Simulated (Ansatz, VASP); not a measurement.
## One calculation of Cu, two programs

```xyz
1
Lattice="-1.4242 1.4242 1.4281 1.4242 -1.4242 1.4281 1.4242 1.4242 -1.4281" Properties=species:S:1:pos:R:3 pbc="T T T"
Cu    0.0000    0.0000    0.0000
```

Alike in both runs: task single point; functional PBE; k mesh 22 × 22 × 22; occupations gaussian, width 0.15 eV; no spin polarisation.

|  | VASP | Ansatz |
| --- | --- | --- |
| version | VASP 6.6.1 | Ansatz 0.2.0 |
| potentials or method | VASP PAW PBE potentials, release 64 (Cu), cutoff 520 eV | scalar-relativistic, plane waves, PAW |
| valence electrons in the cell | 11 | 19 |

```tsv
	VASP	Ansatz	Ansatz less VASP
gap on the k mesh at the Fermi level (eV)	none	none	-
pressure (GPa)	6.2	5.2	-0.93
```

A gap of «none» marks a metal or a gap that the smearing closes. VASP's potentials hold 11 valence electrons a cell and Ansatz's 19, so a difference there can come from the potentials and not from the codes.
